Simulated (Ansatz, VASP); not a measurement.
## MoS2: VASP beside Ansatz

```xyz
3
Lattice="3.2925 0.0000 0.0000 -1.6462 2.7156 0.0000 0.0000 0.0000 32.4116" Properties=species:S:1:pos:R:3 pbc="T T T"
S     0.0000    0.0293   14.6402
S     0.0000    1.7810   17.7713
Mo    1.6462    0.9052   16.2058
```

Change from the starting cell: strain along x +0.050, atoms relaxed.

Alike in both runs: functional PBE; dispersion D3(BJ); k mesh 18 × 18 × 1; occupations gaussian, width 0.1 eV; no spin polarisation.

Ansatz relaxed the structure, and its values are those at the end. VASP's run is a single point on that final structure, the one shown.

|  | VASP | Ansatz |
| --- | --- | --- |
| version | VASP 6.6.1 | Ansatz 0.2.0 |
| potentials or method | VASP PAW PBE potentials, release 64 (S, Mo_sv), cutoff 520 eV | scalar-relativistic, plane waves, PAW |
| valence electrons in the cell | 26 | 26 |

```csv
,VASP,Ansatz,Ansatz less VASP
gap on the k mesh at the Fermi level (eV),none,none,-
rms of the force components (eV/Å),0.004,0.005,+0.0016
```

A gap of «none» marks a metal or a gap that the smearing closes. Ansatz's warnings: stress scf threshold loose.
